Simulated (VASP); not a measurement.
Input of a VASP 6.6.1 run:

INCAR

```
SYSTEM = BN
ALGO = Normal
EDIFF = 1E-6
ENCUT = 520
GGA = PE
ISIF = 2
ISMEAR = 0
LASPH = .True.
LCHARG = .False.
LREAL = .False.
LWAVE = .False.
NBANDS = 16
NELM = 60
PREC = Accurate
SIGMA = 0.05
```

KPOINTS

```
k-points
0
Gamma
  12 12 6
  0 0 0
```

Contents of POSCAR:

```
BN
1.0
    2.6497123368      0.0000000000      0.0000000000
   -1.3248561684      2.2947181963      0.0000000000
    0.0000000000      0.0000000000      4.2268550000
B N
2 2
Direct
    0.6666666667      0.3333333333      0.9997240000
    0.3333333333      0.6666666667      0.4997240000
    0.6666666667      0.3333333333      0.6252760000
    0.3333333333      0.6666666667      0.1252760000
```

Potentials or basis: VASP PAW PBE potentials, release 64 (B, N).

Launch:

```console
$ cat potpaw_PBE.64/B/POTCAR potpaw_PBE.64/N/POTCAR > POTCAR
$ mpirun -np 1 vasp_std > vasp.out
```

What does it give for the pressure?

-23.2 GPa.

What does it give for the band gap on the k mesh?

5.40 eV, indirect (least direct gap 7.59 eV).

Estimate the largest force.

0.017 eV/Å.

Forces in eV/Å, atoms in the order of the input:
```
B    0.000  0.000  0.017
B    0.000  0.000  0.017
N    0.000  0.000 -0.017
N    0.000  0.000 -0.017
```

Caveat: the cell differs from its parent crystal (strain +0.0375 x Voigt [1, 1, 0, 0, 0, 0]). A k mesh can miss the band edges.
